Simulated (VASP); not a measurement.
# ZnO: electric field gradients with PBEsol

**Measured values to compare with.**

From “Electronic structure of alkaline earth and post-transition metal oxides”, 2009, arxiv:0908.1581, for a bulk crystal of ZnO: band gap 3.37 eV.

ZnO:

```
CELL_PARAMETERS angstrom
3.24931 0.00000 0.00000
-1.62465 2.81398 0.00000
0.00000 0.00000 5.20571
ATOMIC_POSITIONS crystal
Zn 0.33333 0.66667 0.50000
Zn 0.66667 0.33333 0.00000
O 0.66667 0.33333 0.37901
O 0.33333 0.66667 0.87901
```

| Property | Result |
| --- | --- |
| Program | VASP 6.6.1 |
| Task | electric field gradients |
| Functional | PBEsol |
| Potentials or basis | VASP PAW PBE potentials, release 64 (Zn, O_h) |
| Cutoff | 1000 eV |
| k mesh | 8 × 8 × 5 |
| Occupations | fermi-dirac, width 0.02 eV |
| Spin | no spin polarisation |
| Dipole correction | no |
| Further INCAR settings | ALGO = Normal; EDIFF = 1e-08; NBANDS = 26 |

```
Pressure                                : -0.4 GPa
Largest force                           : 0.065 eV/Å
Band gap on the k mesh                  : 0.69 eV
Largest electric field gradient by atom : Zn +0.8; O -1.9 V/Å²
```

Forces in eV/Å, atoms in the order of the input:
```
Zn   0.000  0.000 -0.065
Zn   0.000  0.000 -0.065
O    0.000  0.000  0.065
O    0.000  0.000  0.065
```

Stress tensor (GPa, compression positive):
```
-0.98  0.00  0.00
 0.00 -0.98  0.00
 0.00  0.00  0.73
```

Levels at points of the mesh, in eV from the valence-band top:
```csv
k point,band 15,band 16,band 17,band 18,band 19,band 20,band 21,band 22
"(0.00, 0.00, 0.00)",-0.82,-0.07,0.00,0.00,0.69,5.10,8.14,12.72
"(0.50, 0.00, 0.00)",-2.85,-2.30,-1.30,-0.83,5.68,6.70,7.48,8.41
```

Electric field gradients, principal values (V/Å²):
```
atom   least  middle  greatest (by size)
1 Zn  -0.419  -0.421               0.840
2 Zn  -0.419  -0.421               0.840
 3 O   0.936   0.941              -1.876
 4 O   0.936   0.941              -1.876
```

It took 2 min on 1 thread of Intel(R) Xeon(R) Platinum 8259CL CPU @ 2.50GHz (Skylake/Cascade Lake), on a shared host, peak memory 0.29 GiB.

Measured gap of ZnO: 3.37 eV (quoted in “Electronic structure of alkaline earth and post-transition metal oxides”, 2009, arxiv:0908.1581). This calculation gives 0.69 eV (-2.68 eV). So large a miss can be the level of theory's own, or it may mean another phase, state or a wrong row. The value is that of PBEsol, without temperature or zero-point motion. Semilocal functionals fall short of measured gaps as a rule.

Caveat: semilocal functionals underestimate gaps, and a narrow one can read as zero; without QUAD_EFG the Cq values of the log hold for a quadrupole moment of 1 mb, not for the nuclei; the PAW data sets were made with another functional, which shifts forces and pressure a little.
